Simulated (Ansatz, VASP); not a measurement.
## Two plane-wave programs on Sr

File INCAR:

```
  PREC = Accurate
  ENCUT = 520
  EDIFF = 1E-8
  ISMEAR = -1
  SIGMA = 0.08
  LREAL = F
  LASPH = T
  NELM = 80
  ALGO = Normal
  ISIF = 2
  LWAVE = F
  LCHARG = F
  GGA = PE
  LEFG = T
  NBANDS = 17
```

File KPOINTS:

```
regular mesh
0
Gamma
  10 10 5
```

File POSCAR:

```
Sr
1.0
    4.3385441004      0.0000000000      0.0000000000
   -2.1692720502      3.7572894063      0.0000000000
    0.0000000000      0.0000000000      7.0966901024
Sr
2
Direct
    0.3333333333      0.6666666667      0.2500000000
    0.6666666667      0.3333333333      0.7500000000
```

Input for Ansatz:

```yaml
crystal:
  lattice:
    - [4.3385441004, 0.0, 0.0]
    - [-2.1692720502, 3.7572894063, 0.0]
    - [0.0, 0.0, 7.0966901024]
  atoms:
    - { symbol: Sr, position: [0.3333333333, 0.6666666667, 0.25] }
    - { symbol: Sr, position: [0.6666666667, 0.3333333333, 0.75] }
kpoints:
  mp_grid: { grid: [10, 10, 5] }
scf:
  occupations: { method: fermi_dirac, width: 0.08 }
hamiltonian:
  xc: pbe
  pseudopotentials: { kind: paw }
output:
  forces: true
  stress: true
  eigenvalues: true
  efg: { contact_densities: true }
  write_density: true
  write_potential: true
  elf: true
  volumetric_format: npy
```

Change from the starting cell: volume scaled by 1.02, PAW files.

Alike in both runs: task electric field gradients; functional PBE; k mesh 10 × 10 × 5; occupations fermi-dirac, width 0.08 eV; no spin polarisation.

|  | VASP | Ansatz |
| --- | --- | --- |
| version | VASP 6.6.1 | Ansatz 0.2.0 |
| potentials or method | VASP PAW PBE potentials, release 64 (Sr_sv) | PAW with Ansatz's default frozen-core files, scalar-relativistic |
| plane-wave cutoff (eV) | 520 | 420 |
| valence electrons in the cell | 20 | 20 |

Ansatz gave:

| Quantity | Value |
| --- | --- |
| pressure (GPa) | -0.5 |
| traceless stress, the component that is largest in VASP (GPa) | 0.08 |
| size of Vzz on the site where it differs most (V/Å²) | 4.8 |

Question: Estimate VASP's values.

Answer: Pressure (GPa): -0.5; traceless stress, the component that is largest in VASP (GPa): 0.08; size of Vzz on the site where it differs most (V/Å²): 4.7.

The functional is the same, so the differences come from potentials, cutoffs and numerics.
